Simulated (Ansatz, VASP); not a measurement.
# Two plane-wave programs on SnO2

The input POSCAR:

```
SnO2
1.0
    5.0252043618      0.0000000000      0.0000000000
    0.0000000000      5.0252043618      0.0000000000
    0.0000000000      0.0000000000      2.8719218350
Sn O
2 4
Direct
    0.0000000000      0.0000000000      0.0000000000
    0.5000000000      0.5000000000      0.5000000000
    0.3058934984      0.3058934984      0.0000000000
    0.1941065016      0.8058934984      0.5000000000
    0.6941065016      0.6941065016      0.0000000000
    0.8058934984      0.1941065016      0.5000000000
```

INCAR.step1

```
ALGO = Normal
EDIFF = 1E-4
ENCUT = 520
GGA = PE
ISMEAR = 0
LASPH = True
LCHARG = False
LREAL = False
LWAVE = True
NBANDS = 35
NELM = 80
PREC = Accurate
SIGMA = 0.05
```

File INCAR.step2:

```
ALGO = Normal
EDIFF = 1E-6
ENCUT = 520
ISIF = 2
ISMEAR = 0
ISTART = 1
LASPH = True
LCHARG = False
LMIXTAU = True
LREAL = False
LWAVE = False
METAGGA = R2SCAN
NBANDS = 35
NELM = 80
PREC = Accurate
SIGMA = 0.05
```

File KPOINTS:

```
k-points
0
Gamma
  6 6 10
```

Input for Ansatz:

```yaml
crystal:
  lattice:
    - [5.025204364, 0.0, 0.0]
    - [0.0, 5.025204364, 0.0]
    - [0.0, 0.0, 2.8719218344]
  atoms:
    - { symbol: Sn, position: [0.0, 0.0, 0.0] }
    - { symbol: Sn, position: [0.5, 0.5, 0.5] }
    - { symbol: O, position: [0.3058934983, 0.3058934983, 0.0] }
    - { symbol: O, position: [0.1941065017, 0.8058934983, 0.5] }
    - { symbol: O, position: [0.6941065017, 0.6941065017, 0.0] }
    - { symbol: O, position: [0.8058934983, 0.1941065017, 0.5] }
basis:
  ecutwfc: 500
kpoints:
  mp_grid: { grid: [6, 6, 10] }
hamiltonian:
  xc: r2scan
scf:
  occupations: { method: gaussian, width: 0.05 }
output:
  forces: true
  stress: true
  eigenvalues: true
```

Alike in both runs: task single point; functional r2SCAN; k mesh 6 × 6 × 10; occupations gaussian, width 0.05 eV; no spin polarisation.

```csv
,VASP,Ansatz
version,VASP 6.6.1,Ansatz 0.2.0
potentials or method,"VASP PAW PBE potentials, release 64 (Sn_d, O), cutoff 520 eV","scalar-relativistic, plane waves, PAW"
valence electrons in the cell,52,52
```

Ansatz gave:

```
gap on the k mesh at the Fermi level (eV)                     : 2.29
least direct gap on the mesh (eV)                             : 2.29
pressure (GPa)                                                : 10.6
traceless stress, the component that is largest in VASP (GPa) : 30.79
rms of the force components (eV/Å)                            : 0.228
```

Task: Which values does VASP return?

Result: gap on the k mesh at the Fermi level (eV): 2.30; least direct gap on the mesh (eV): 2.30; pressure (GPa): 11.9; traceless stress, the component that is largest in VASP (GPa): 31.63; rms of the force components (eV/Å): 0.283.

VASP's potentials were made for PBE, not for r2SCAN. Atom by atom the forces differ by 0.055 eV/Å (rms over components).
